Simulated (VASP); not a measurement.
**NbAl4N3: relaxation of cell and atoms with PBE**

The system is NbAl4N3.

```
Al Nb N
1.0
    -2.89492    2.89492    2.89492
     2.89492   -2.89492    2.89492
     2.89492    2.89492   -2.89492
Al Nb N
4 1 3
Direct
  0.50000 0.50000 0.50000
  0.00000 0.00000 0.50000
  0.00000 0.50000 0.00000
  0.50000 0.00000 0.00000
  0.00000 0.00000 0.00000
  0.00000 0.50000 0.50000
  0.50000 0.00000 0.50000
  0.50000 0.50000 0.00000
```

```
Program                : VASP 6.6.1
Task                   : relaxation of cell and atoms
Functional             : PBE
Potentials or basis    : VASP PAW PBE potentials, release 64 (Al, Nb_sv, N)
Cutoff                 : 600 eV
k mesh                 : 10 × 10 × 10
Occupations            : gaussian, width 0.1 eV
Spin                   : no spin polarisation
Dipole correction      : no
Further INCAR settings : ALGO = Normal; EDIFF = 1e-06; IBRION = 2; EDIFFG = -0.01; NSW = 100; ISIF = 3
```

| Item | Value |
| --- | --- |
| Relaxed volume | 12.11 Å³/atom |
| Relaxed cell | a = 5.011 Å, b = 5.011 Å, c = 5.011 Å, α = 109.47°, β = 109.47°, γ = 109.47° |
| Space group after relaxing (to 0.05 Å) | Im-3m (No. 229) |
| Energy gained by relaxing | 0.0 meV/atom |
| Ionic steps | 2 |
| Pressure after relaxing | 0.1 GPa |
| Band gap on the k mesh | zero (band 20 reaches 8.89 eV, above the bottom of band 21 at 8.58 eV) |

Final structure:
```yaml
crystal:
  lattice:
    - [-2.89297, 2.89297, 2.89297]
    - [2.89297, -2.89297, 2.89297]
    - [2.89297, 2.89297, -2.89297]
  atoms:
    - { symbol: Al, position: [0.50000, 0.50000, 0.50000] }
    - { symbol: Al, position: [0.00000, 0.00000, 0.50000] }
    - { symbol: Al, position: [0.00000, 0.50000, 0.00000] }
    - { symbol: Al, position: [0.50000, 0.00000, 0.00000] }
    - { symbol: Nb, position: [0.00000, 0.00000, 0.00000] }
    - { symbol: N, position: [0.00000, 0.50000, 0.50000] }
    - { symbol: N, position: [0.50000, 0.00000, 0.50000] }
    - { symbol: N, position: [0.50000, 0.50000, 0.00000] }
```

Levels at points of the mesh, in eV from the Fermi level:
```csv
k point,band 17,band 18,band 19,band 20,band 21,band 22,band 23,band 24
"(0.00, 0.00, 0.00)",-4.05,-0.74,-0.74,-0.74,0.03,0.03,3.78,3.78
"(0.50, 0.00, 0.00)",-1.27,-0.88,-0.43,-0.20,0.27,0.71,0.88,2.34
"(0.50, 0.50, 0.50)",-2.32,-0.56,-0.56,-0.56,-0.20,-0.20,2.78,2.78
```

Wall time 2.4 min on 1 thread of Intel(R) Xeon(R) Platinum 8488C (Sapphire Rapids), with other jobs on the host, peak memory 0.33 GiB.
